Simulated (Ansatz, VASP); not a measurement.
One calculation of Ba2SeO, two programs

Contents of POSCAR:

```
Ba2SeO
1.0
    4.4873688359      0.0000000000      0.0000000000
    0.0000000000      4.4873688359      0.0000000000
    0.0000000000      0.0000000000      6.3574356903
O Ba Se
1 2 1
Direct
    0.0000000000      0.0000000000      0.0000000000
    0.0000000000      0.0000000000      0.5000000000
    0.5000000000      0.5000000000      0.0000000000
    0.5000000000      0.5000000000      0.5000000000
```

File INCAR.step1:

```
SYSTEM = Ba2SeO
  PREC = Accurate
  ENCUT = 520
  ISMEAR = 0
  SIGMA = 0.01
  LREAL = .False.
  LASPH = .True.
  NELM = 80
  NBANDS = 24
  GGA = PE
  ALGO = Normal
  EDIFF = 1E-4
  LWAVE = .True.
  LCHARG = .False.
```

The input INCAR.step2:

```
SYSTEM = Ba2SeO
  PREC = Accurate
  ENCUT = 520
  EDIFF = 1E-6
  ISMEAR = 0
  SIGMA = 0.01
  LREAL = .False.
  LASPH = .True.
  NELM = 80
  ALGO = Normal
  ISIF = 2
  LWAVE = .False.
  LCHARG = .False.
  METAGGA = R2SCAN
  LMIXTAU = .True.
  NBANDS = 24
  ISTART = 1
```

The input KPOINTS:

```
Automatic mesh
0
Gamma
  6 6 4
  0 0 0
```

Input for Ansatz:

```yaml
crystal:
  lattice:
    - [4.4873688359, 0.0, 0.0]
    - [0.0, 4.4873688359, 0.0]
    - [0.0, 0.0, 6.3574356903]
  atoms:
    - { symbol: O, position: [0.0, 0.0, 0.0] }
    - { symbol: Ba, position: [0.0, 0.0, 0.5] }
    - { symbol: Se, position: [0.5, 0.5, 0.5] }
    - { symbol: Ba, position: [0.5, 0.5, 0.0] }
kpoints:
  mp_grid: { grid: [6, 6, 4] }
hamiltonian:
  xc: r2scan
scf:
  occupations: { method: fixed }
  n_extra_bands: 5
output:
  forces: true
  stress: true
  eigenvalues: true
```

Alike in both runs: task single point; functional r2SCAN; k mesh 6 × 6 × 4; no spin polarisation.

|  | VASP | Ansatz |
| --- | --- | --- |
| version | VASP 6.6.1 | Ansatz 0.2.0 |
| potentials or method | VASP PAW PBE potentials, release 64 (O, Ba_sv, Se) | plane waves, PAW |
| plane-wave cutoff (eV) | 520 | 500 |
| occupations | gaussian, width 0.01 eV | fixed |
| valence electrons in the cell | 32 | 42 |

```csv
,VASP,Ansatz,Ansatz less VASP
gap on the k mesh at the Fermi level (eV),1.78,1.83,+0.053
pressure (GPa),-1.9,-2.4,-0.54
```

VASP's potentials were made for PBE, not for r2SCAN. VASP's potentials hold 32 valence electrons a cell and Ansatz's 42, so a difference there can come from the potentials and not from the codes.

Neither program's run includes spin-orbit coupling.
